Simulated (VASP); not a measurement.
Write the native input for VASP 6.6.1 that does the following.

```
Task                   : single point
Functional             : LDA
Potentials or basis    : VASP PAW LDA potentials, release 64 (Al)
Cutoff                 : 520 eV
k mesh                 : 9 × 8 × 9
Occupations            : fermi-dirac, width 0.1 eV
Spin                   : no spin polarisation
Dipole correction      : no
Further INCAR settings : ALGO = Normal; EDIFF = 1e-07; NBANDS = 8
```

The structure of Al lies in POSCAR:

```
Al
1.0
   -1.5926956788      1.5840413027      1.5652500880
    1.6384416689     -1.5777708867      1.6047256622
    1.5691265273      1.5542017352     -1.5589796720
Al
1
Direct
    0.0000000000      0.0000000000      0.0000000000
```

The input as run:

INCAR

```
SYSTEM = Al
PREC     = Accurate       ! precision mode
ENCUT    = 520            ! plane-wave cutoff, eV
EDIFF    = 1E-7           ! SCF threshold, eV
ISMEAR   = -1             ! smearing method
SIGMA    = 0.1            ! smearing width, eV
LREAL    = .False.        ! projectors in reciprocal space
LASPH    = .True.         ! aspherical terms in the spheres
NELM     = 60             ! most SCF steps
ALGO     = Normal         ! electronic algorithm
ISIF     = 2              ! what is computed and relaxed
LWAVE    = .False.        ! write WAVECAR
LCHARG   = .False.        ! write CHGCAR
NBANDS   = 8              ! bands
```

KPOINTS

```
Automatic mesh
0
Gamma
  9 8 9
  0 0 0
```

Potentials or basis: VASP PAW LDA potentials, release 64 (Al).

Command:

```bash
$ cat potpaw_LDA.64/Al/POTCAR > POTCAR
$ mpirun -np 1 vasp_std > vasp.out
```

Results of the run:

```
Pressure : 1.5 GPa
```

Run time: 34 s on 1 thread of Intel Xeon 8259CL, with other jobs on the host, peak memory 0.14 GiB.
